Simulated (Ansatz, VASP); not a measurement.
# One calculation of Ge, two programs

```xyz
3
Lattice="4.7603 0.0000 0.0000 -2.3802 4.1225 0.0000 0.0000 0.0000 2.8599" Properties=species:S:1:pos:R:3 pbc="T T T"
Ge    0.0000    0.0000    0.0000
Ge    0.0000    2.7484    1.4300
Ge    2.3802    1.3742    1.4300
```

Alike in both runs: functional r2SCAN; k mesh 12 × 12 × 14; occupations gaussian, width 0.1 eV; no spin polarisation.

Ansatz relaxed the structure, and its values are those at the end. VASP's run is a single point on that final structure, the one shown.

```csv
,VASP,Ansatz
version,VASP 6.6.1,Ansatz 0.2.0
potentials or method,"VASP PAW PBE potentials, release 64 (Ge_d), cutoff 520 eV","scalar-relativistic, plane waves, PAW"
valence electrons in the cell,42,42
```

|  | VASP | Ansatz | Ansatz less VASP |
| --- | --- | --- | --- |
| gap on the k mesh at the Fermi level (eV) | none | none | - |
| pressure (GPa) | -0.2 | 0.0 | +0.18 |

VASP's potentials were made for PBE, not for r2SCAN. A gap of «none» marks a metal or a gap that the smearing closes. With one functional, cell and mesh, what is left measures potentials, basis and numerics.
